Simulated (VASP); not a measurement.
Here is a VASP 6.6.1 calculation.

The input INCAR:

```
SYSTEM = Pt
PREC = Accurate
ENCUT = 520
EDIFF = 1E-6
ISMEAR = 0
SIGMA = 0.15
LREAL = .FALSE.
LASPH = .TRUE.
NELM = 80
ALGO = Fast
ISIF = 2
LWAVE = .FALSE.
LCHARG = .TRUE.
GGA = PS
LELF = .TRUE.
LVHAR = .TRUE.
NBANDS = 11
```

Contents of KPOINTS:

```
regular mesh
0
G
  24 24 24
  0 0 0
```

The input POSCAR:

```
Pt
1.0
    0.0000000000      2.0668907952      1.7568571759
    2.0668907952      0.0000000000      1.7568571759
    2.0668907952      2.0668907952      0.0000000000
Pt
1
Direct
    0.0000000000      0.0000000000      0.0000000000
```

Potentials or basis: VASP PAW PBE potentials, release 64 (Pt).

Command:

```sh
$ cat potpaw_PBE.64/Pt/POTCAR > POTCAR
$ mpirun -np 1 vasp_std > vasp.out
```

Problem. What does it give for the band gap on the k mesh?

Solution. Zero (bands 5 and 6 overlap by 2.80 eV).

Problem. Predict the pressure.

Solution. 1.9 GPa.

Stress tensor (GPa, compression positive):
```
-0.72  0.00  0.00
 0.00 -0.72  0.00
 0.00  0.00  6.99
```

Caveat: the PAW data sets were made with another functional, which shifts forces and pressure a little; spin-orbit coupling is left out, which moves the levels of the heavy elements.
